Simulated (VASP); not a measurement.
A run of VASP 6.6.1:

File INCAR:

```
  ALGO = Normal
  EDIFF = 1E-7
  ENCUT = 520
  GGA = PE
  ISIF = 2
  ISMEAR = 0
  LASPH = T
  LCHARG = F
  LREAL = F
  LWAVE = F
  NBANDS = 64
  NELM = 60
  PREC = Accurate
  SIGMA = 0.05
```

KPOINTS

```
k-points
0
Gamma
  6 8 3
```

The input POSCAR:

```
SnO2
1.0
    0.0000000000     -4.8277049970      0.0000000000
    0.0000000000      0.0000000000     -3.2379909379
    9.6554099939      0.0000000000     -0.3237990938
Sn O
4 8
Direct
    1.0000000000     -0.0701650000      0.7016500000
    1.0000000000     -0.0201650000      0.2016500000
    0.5000000000      0.4048350000      0.9516500000
    0.5000000000      0.4548350000      0.4516500000
    0.6933949136     -0.0854952543      0.8549525432
    0.6933949136     -0.0354952543      0.3549525432
    0.1933949136      0.4201652543      0.7983474568
    0.1933949136      0.4701652543      0.2983474568
    0.3066050864     -0.0048347457      0.0483474568
    0.3066050864     -0.0548347457      0.5483474568
    0.8066050864      0.4895047457      0.1049525432
    0.8066050864      0.4395047457      0.6049525432
```

Potentials or basis: VASP PAW PBE potentials, release 64 (Sn_d, O).

Command:

```bash
$ cat potpaw_PBE.64/Sn_d/POTCAR potpaw_PBE.64/O/POTCAR > POTCAR
$ mpirun -np 1 vasp_std > vasp.out
```

Hardware: 1 thread of Oxide Virtual Turin-like Processor (shared host).

Problem. How long does it take, and how much memory?

Solution. Wall time 21 min on 1 thread of Oxide Virtual Turin-like Processor (shared host), peak memory 0.53 GiB. Counts: scf iterations 16, k points 74.
